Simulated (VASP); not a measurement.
# PbSe (I4/mmm) in VASP: notebook

The runs below take PbSe through single point, with r2SCAN.

Program: VASP 6.6.1. These are calculated values, not measurements. Logs are shortened: lines on timing, memory, paths and dates and some standing lists are left out, and cuts for length are marked.

### 1 The cell of the first run

It takes space group I4/mmm (No. 139, tetragonal). Conventional cell: a = 4.368 Å, b = 4.368 Å, c = 5.930 Å, α = 90.00°, β = 90.00°, γ = 90.00°. Within 3.9 Å of Pb (site symmetry 4/mmm) lie 6 Se at 2.97 to 3.09 Å. Se (site symmetry 4/mmm) has 6 Pb at 2.97 to 3.09 Å within 3.9 Å.

### 2 Single point, r2SCAN (uniaxial z strain -4.0%)

Contents of POSCAR:

```
PbSe
1.0
    0.0000000000      3.0887022195      2.9651541308
    3.0887022195      0.0000000000      2.9651541308
    3.0887022195      3.0887022195      0.0000000000
Pb Se
1 1
Direct
    0.0000000000      0.0000000000      0.0000000000
    0.5000000000      0.5000000000      0.5000000000
```

Contents of INCAR.step1:

```
SYSTEM = PbSe
PREC     = Accurate       ! precision mode
ENCUT    = 520            ! plane-wave cutoff, eV
ISMEAR   = 0              ! smearing method
SIGMA    = 0.01           ! smearing width, eV
LREAL    = .False.        ! projectors in reciprocal space
LASPH    = .True.         ! aspherical terms in the spheres
NELM     = 100            ! most SCF steps
NBANDS   = 17             ! bands
GGA      = PE             ! functional
ALGO     = Normal         ! electronic algorithm
EDIFF    = 1E-4           ! SCF threshold, eV
LWAVE    = .True.         ! write WAVECAR
LCHARG   = .False.        ! write CHGCAR
```

Contents of INCAR.step2:

```
SYSTEM = PbSe
PREC     = Accurate       ! precision mode
ENCUT    = 520            ! plane-wave cutoff, eV
EDIFF    = 1E-7           ! SCF threshold, eV
ISMEAR   = 0              ! smearing method
SIGMA    = 0.01           ! smearing width, eV
LREAL    = .False.        ! projectors in reciprocal space
LASPH    = .True.         ! aspherical terms in the spheres
NELM     = 100            ! most SCF steps
ALGO     = Normal         ! electronic algorithm
ISIF     = 2              ! what is computed and relaxed
LWAVE    = .False.        ! write WAVECAR
LCHARG   = .False.        ! write CHGCAR
METAGGA  = R2SCAN         ! meta-GGA
LMIXTAU  = .True.       
NBANDS   = 17             ! bands
ISTART   = 1
```

Contents of KPOINTS:

```
regular mesh
0
Gamma
  8 8 8
  0 0 0
```

Potentials or basis: VASP PAW PBE potentials, release 64 (Pb_d, Se).

Command:

```console
cat potpaw_PBE.64/Pb_d/POTCAR potpaw_PBE.64/Se/POTCAR > POTCAR
cp INCAR.step1 INCAR
mpirun -np 1 vasp_std > vasp.out
cp INCAR.step2 INCAR
mpirun -np 1 vasp_std > vasp.out
```

OUTCAR:

```text
SYSTEM = PbSe
   PREC = Accurate
   ENCUT = 520
   EDIFF = 1E-7
   ISMEAR = 0
   LREAL = .False.
   LASPH = .True.
   NELM = 100
   ISIF = 2
   METAGGA = R2SCAN
   ISTART = 1

 ion  position               nearest neighbor table
   1  0.000  0.000  0.000-   2 2.97   2 2.97   2 3.09   2 3.09   2 3.09   2 3.09
   2  0.500  0.500  0.500-   1 2.97   1 2.97   1 3.09   1 3.09   1 3.09   1 3.09

  LATTYP: Found a body centered tetragonal cell.
 ALAT       =     4.3680845689
 C/A-ratio  =     1.3576450199

  Lattice vectors:

 A1 = (   0.0000000000,  -3.0887022195,  -2.9651541308)
 A2 = (   0.0000000000,   3.0887022195,  -2.9651541308)
 A3 = (   3.0887022195,   0.0000000000,   2.9651541308)

Analysis of symmetry for initial positions (statically):
=====================================================================
 Subroutine PRICEL returns:
 Original cell was already a primitive cell.

 Routine SETGRP: Setting up the symmetry group for a
 body centered tetragonal supercell.

 Subroutine GETGRP returns: Found 16 space group operations
 (whereof 16 operations were pure point group operations)
 out of a pool of 16 trial point group operations.

The static configuration has the point symmetry D_4h.

Analysis of symmetry for dynamics (positions and initial velocities):
=====================================================================
 Subroutine PRICEL returns:
 Original cell was already a primitive cell.

 Routine SETGRP: Setting up the symmetry group for a
 body centered tetragonal supercell.

 Subroutine GETGRP returns: Found 16 space group operations
 (whereof 16 operations were pure point group operations)
 out of a pool of 16 trial point group operations.

The dynamic configuration has the point symmetry D_4h.

 Subroutine INISYM returns: Found 16 space group operations
 (whereof 16 operations are pure point group operations),
 and found     1 'primitive' translations

----------------------------------------------------------------------------------------

                                     Primitive cell

  volume of cell :      56.5756

  direct lattice vectors                    reciprocal lattice vectors
     0.000000000  3.088702220  2.965154131    -0.161880286  0.161880286  0.168625298
     3.088702220  0.000000000  2.965154131     0.161880286 -0.161880286  0.168625298
     3.088702220  3.088702220  0.000000000     0.161880286  0.161880286 -0.168625298

  length of vectors
     4.281614231  4.281614231  4.368084569     0.284332456  0.284332456  0.284332456

  position of ions in fractional coordinates (direct lattice)
     0.000000000  0.000000000  0.000000000
     0.500000000  0.500000000  0.500000000

  ion indices of the primitive-cell ions
   primitive index   ion index
                 1           1
                 2           2

----------------------------------------------------------------------------------------

 KPOINTS: regular mesh

Automatic generation of k-mesh.
 Grid dimensions read from file:
 generate k-points for:    8    8    8

 Generating k-lattice:

  Cartesian coordinates                     Fractional coordinates (reciprocal lattice)
    -0.020235036  0.020235036  0.021078162     0.125000000  0.000000000  0.000000000
     0.020235036 -0.020235036  0.021078162     0.000000000  0.125000000  0.000000000
     0.020235036  0.020235036 -0.021078162     0.000000000  0.000000000  0.125000000

  Length of vectors
     0.035541557  0.035541557  0.035541557

  Shift w.r.t. Gamma in fractional coordinates (k-lattice)
     0.000000000  0.000000000  0.000000000

 Subroutine IBZKPT returns following result:
 ===========================================

 Found     59 irreducible k-points:

 Following reciprocal coordinates:
            Coordinates               Weight
  0.000000  0.000000  0.000000      1.000000
  0.125000  0.000000  0.000000      8.000000
  0.250000  0.000000  0.000000      8.000000
  0.375000  0.000000  0.000000      8.000000
  0.500000  0.000000  0.000000      4.000000
  0.125000  0.125000  0.000000      2.000000
[... 16 lines left out ...]
  0.250000  0.000000  0.125000     16.000000
  0.375000  0.000000  0.125000     16.000000
 [... further k-points ...]
   k-points           NKPTS =     59   k-points in BZ     NKDIM =     59   number of bands    NBANDS=     17
   number of dos      NEDOS =    301   number of ions     NIONS =      2
   total plane-waves  NPLWV =  32768
   dimension x,y,z NGX =    32 NGY =   32 NGZ =   32
   dimension x,y,z NGXF=    64 NGYF=   64 NGZF=   64
   ions per type =               1   1
   NGX,Y,Z   is equivalent  to a cutoff of  12.42, 12.42, 12.18 a.u.
   NGXF,Y,Z  is equivalent  to a cutoff of  24.85, 24.85, 24.36 a.u.
 SYSTEM =  PbSe
   PREC   = accura    normal or accurate (medium, high low for compatibility)
   ISTART =      1    job   : 0-new  1-cont  2-samecut
   ICHARG =      0    charge: 1-file 2-atom 10-const
   ISPIN  =      1    spin polarized calculation?
   LNONCOLLINEAR =      F non collinear calculations
   LSORBIT =      F    spin-orbit coupling
   LASPH  =      T    aspherical Exc in radial PAW
   ENCUT  =  520.0 eV  38.22 Ry    6.18 a.u.   7.96  7.96  8.12*2*pi/ulx,y,z
   NELM   =    100;   NELMIN=  2; NELMDL=  0     # of ELM steps
   EDIFF  = 0.1E-06   stopping-criterion for ELM
   LREAL  =      F    real-space projection
   EDIFFG = 0.1E-05   stopping-criterion for IOM
   NSW    =      0    number of steps for IOM
   IBRION =     -1    ionic relax: 0-MD 1-quasi-New 2-CG
   NFREE  =      0    steps in history (QN), initial steepest desc. (CG)
   ISIF   =      2    stress and relaxation
   ISYM   =      2    0-nonsym 1-usesym 2-fastsym
   POTIM  = 0.5000    time-step for ionic-motion
   TEBEG  =    0.0;   TEEND  =   0.0 temperature during run
   PSTRESS=    0.0 pullay stress
   NELECT =      20.0000    total number of electrons
   NUPDOWN=      -1.0000    fix difference up-down
   EMIN   =  10.00;   EMAX   =-10.00  energy-range for DOS
   EFERMI =   0.00;   METHOD = LEGACY
   ISMEAR =     0;   SIGMA  =   0.01  broadening in eV -4-tet -1-fermi 0-gaus
   EFERMI_NEDOS =   21; number of points for ismear=-14 and -15
   IALGO  =     38    algorithm
   IMIX   =      4    mixing-type and parameters
     AMIX     =   0.40;   BMIX     =  1.00
     AMIX_MAG =   1.60;   BMIX_MAG =  1.00
  volume/ion in A,a.u.               =      28.29       190.90
  Fermi-wavevector in a.u.,A,eV,Ry     =   1.157555  2.187462 18.230910  1.339934
  Thomas-Fermi vector in A             =   2.294166
   LORBIT       =      0    0 simple, 1 ext, 2 COOP (PROOUT), +10 PAW based schemes
   METAGGA = R2SCAN    functional components
   LHFCALC =     F    Hartree Fock is set to
   AEXX    =    0.0000 exact exchange contribution
   IVDW    =     0    specifies the selected vdW correction
   LEPSILON=     F    determine dielectric tensor
   LRPA    =     F    only Hartree local field effects (RPA)
 non-spin polarized calculation
 Gauss-broadening in eV      SIGMA  =   0.01
  energy-cutoff  :      520.00
  volume of cell :       56.58
 maximum number of plane-waves:      1548
   NGX = 15   NGY = 15   NGZ = 17

 number of electron      20.0000000 magnetization

 Free energy of the ion-electron system (eV)
  ---------------------------------------------------
  ext. energy  EPLUGINS =         0.00000000
  ---------------------------------------------------
  free energy    TOTEN  =       -71.89344262 eV

  energy without entropy =      -71.89344262  energy(sigma->0) =      -71.89344262

 E-fermi :   5.2694     XC(G=0): -10.1325

 val. band max:        5.1518437039   @ k =   0.5000   0.0000   0.0000
 cond. band min:       5.6257807543   @ k =   0.5000   0.0000   0.0000
 fundamental gap:      0.4739370504
 Fermi energy:         5.2693860907

 k-point     1 :       0.0000    0.0000    0.0000
  band No.  band energies     occupation
      1     -12.4100      2.00000
      2     -12.4081      2.00000
      3     -12.3963      2.00000
      4     -12.3963      2.00000
      5     -12.3918      2.00000
      6      -9.1884      2.00000
[... 9 lines left out ...]
     16      12.1820      0.00000
     17      13.7170      0.00000

 k-point     2 :       0.1250    0.0000    0.0000
  band No.  band energies     occupation
      1     -12.4124      2.00000
      2     -12.4069      2.00000
      3     -12.3965      2.00000
      4     -12.3921      2.00000
      5     -12.3919      2.00000
      6      -9.0631      2.00000
[... 9 lines left out ...]
     16      12.4393      0.00000
     17      14.7516      0.00000

 k-point     3 :       0.2500    0.0000    0.0000
  band No.  band energies     occupation
      1     -12.4205      2.00000
      2     -12.4103      2.00000
      3     -12.4005      2.00000
      4     -12.3833      2.00000
      5     -12.3788      2.00000
      6      -8.7184      2.00000
[... 9 lines left out ...]
     16      13.2875      0.00000
     17      16.7156      0.00000

 k-point     4 :       0.3750    0.0000    0.0000
  band No.  band energies     occupation
      1     -12.4291      2.00000
      2     -12.4197      2.00000
      3     -12.4002      2.00000
      4     -12.3731      2.00000
      5     -12.3651      2.00000
      6      -8.2819      2.00000
[... 9 lines left out ...]
     16      14.6956      0.00000
     17      17.1534      0.00000
[... 343 lines left out ...]
      1     -12.4195      2.00000
      2     -12.4029      2.00000
      3     -12.3989      2.00000
      4     -12.3927      2.00000
      5     -12.3890      2.00000
      6      -9.0234      2.00000
[... 9 lines left out ...]
     16      13.1457      0.00000
     17      14.2023      0.00000

 k-point    23 :       0.2500    0.0000    0.1250
  band No.  band energies     occupation
      1     -12.4336      2.00000
      2     -12.4022      2.00000
      3     -12.3982      2.00000
      4     -12.3916      2.00000
      5     -12.3777      2.00000
      6      -8.7512      2.00000
[... 9 lines left out ...]
     16      13.9611      0.00000
     17      15.4489      0.00000

 k-point    24 :       0.3750    0.0000    0.1250
  band No.  band energies     occupation
      1     -12.4445      2.00000
      2     -12.4101      2.00000
      3     -12.3970      2.00000
      4     -12.3828      2.00000
      5     -12.3661      2.00000
      6      -8.3366      2.00000
[... 9 lines left out ...]
     16      15.1636      0.00000
     17      16.9271      0.00000

 [... further k-points ...]
[... 5 lines left out ...]
  --------------------------------------------------------------------------------------
  -------------------------------------------------------------------------------------
  Total        0.1970256      0.1970256      2.3607946      0.0000000     -0.0000000     -0.0000000
  in kB        5.5796102      5.5796102     66.8558525      0.0000000     -0.0000000     -0.0000000
  external PRESSURE =      26.0050243 kB  Pullay stress =       0.0000000 kB

 VOLUME and BASIS-vectors are now :
 -----------------------------------------------------------------------------
  energy-cutoff  :      520.00
  volume of cell :       56.58
      direct lattice vectors                 reciprocal lattice vectors
     0.000000000  3.088702220  2.965154131    -0.161880286  0.161880286  0.168625298
     3.088702220  0.000000000  2.965154131     0.161880286 -0.161880286  0.168625298
     3.088702220  3.088702220  0.000000000     0.161880286  0.161880286 -0.168625298

 POSITION                                       TOTAL-FORCE (eV/Angst)
 -----------------------------------------------------------------------------------
      0.00000      0.00000      0.00000         0.000000     -0.000000     -0.000000
      3.08870      3.08870      2.96515        -0.000000      0.000000      0.000000
 -----------------------------------------------------------------------------------
    total drift:                                0.000000     -0.000000     -0.000000

  FREE ENERGIE OF THE ION-ELECTRON SYSTEM (eV)
  ---------------------------------------------------
  free  energy   TOTEN  =       -71.8934426196 eV

  energy  without entropy=      -71.8934426196  energy(sigma->0) =      -71.89344262
```

Wall time 3.3 min (1 thread of Intel Xeon 8259CL, shared host); peak memory 0.22 GiB.

What came out:

* Free energy: -71.8934 eV
* Pressure: 2.6 GPa
* Band gap on the k mesh: 0.47 eV

Stress tensor (GPa, compression positive):
```
0.56 0.00 0.00
0.00 0.56 0.00
0.00 0.00 6.69
```

Caveat: the cell differs from its parent crystal (uniaxial z strain -4.0%); the stress differs along the axes, from 1 to 7 GPa; the PAW data sets were made with another functional, which shifts forces and pressure a little; spin-orbit coupling is left out, which moves the levels of the heavy elements.

### 3 Single point, r2SCAN (uniaxial z strain -3.0%)

Contents of POSCAR:

```
PbSe
1.0
    0.0000000000      3.0887022195      2.9960411529
    3.0887022195      0.0000000000      2.9960411529
    3.0887022195      3.0887022195      0.0000000000
Pb Se
1 1
Direct
    0.0000000000      0.0000000000      0.0000000000
    0.5000000000      0.5000000000      0.5000000000
```

Contents of INCAR.step1:

```
  PREC = Accurate
  ENCUT = 520
  ISMEAR = 0
  SIGMA = 0.01
  LREAL = F
  LASPH = T
  NELM = 80
  NBANDS = 17
  GGA = PE
  ALGO = Normal
  EDIFF = 1E-4
  LWAVE = T
  LCHARG = F
```

Contents of INCAR.step2:

```
  PREC = Accurate
  ENCUT = 520
  EDIFF = 1E-6
  ISMEAR = 0
  SIGMA = 0.01
  LREAL = F
  LASPH = T
  NELM = 80
  ALGO = Normal
  ISIF = 2
  LWAVE = F
  LCHARG = T
  METAGGA = R2SCAN
  LMIXTAU = T
  LELF = T
  LVHAR = T
  NBANDS = 17
  ISTART = 1
```

Contents of KPOINTS:

```
Automatic mesh
0
Gamma
  8 8 8
```

Potentials or basis: VASP PAW PBE potentials, release 64 (Pb_d, Se).

Command:

```console
cat potpaw_PBE.64/Pb_d/POTCAR potpaw_PBE.64/Se/POTCAR > POTCAR
cp INCAR.step1 INCAR
mpirun -np 1 vasp_std > vasp.out
cp INCAR.step2 INCAR
mpirun -np 1 vasp_std > vasp.out
```

It took 3.5 min on 1 thread of Intel Xeon 8259CL, shared host; peak memory 0.22 GiB.

The run converged. Its results:

| Item | Value |
| --- | --- |
| Free energy | -71.9145 eV |
| Pressure | 1.8 GPa |
| Band gap on the k mesh | 0.54 eV |

Stress tensor (GPa, compression positive):
```
0.42 0.00 0.00
0.00 0.42 0.00
0.00 0.00 4.70
```

Levels at points of the mesh, in eV from the valence-band top:
| k point | band 8 | band 9 | band 10 | band 11 | band 12 | band 13 |
| --- | --- | --- | --- | --- | --- | --- |
| (0.00, 0.00, 0.00) | -2.27 | -1.98 | -1.98 | 4.78 | 4.78 | 5.52 |
| (0.50, 0.00, 0.00) | -1.69 | -1.62 | 0.00 | 0.54 | 1.79 | 1.98 |
| (0.50, 0.50, 0.00) | -5.26 | -3.49 | -3.49 | 3.89 | 5.87 | 5.87 |
| (0.50, 0.00, 0.50) | -5.19 | -3.59 | -3.26 | 4.02 | 5.66 | 6.33 |

Caveat: the cell differs from its parent crystal (uniaxial z strain -3.0%); the PAW data sets were made with another functional, which shifts forces and pressure a little; spin-orbit coupling is left out, which moves the levels of the heavy elements. A k mesh can miss the band edges.
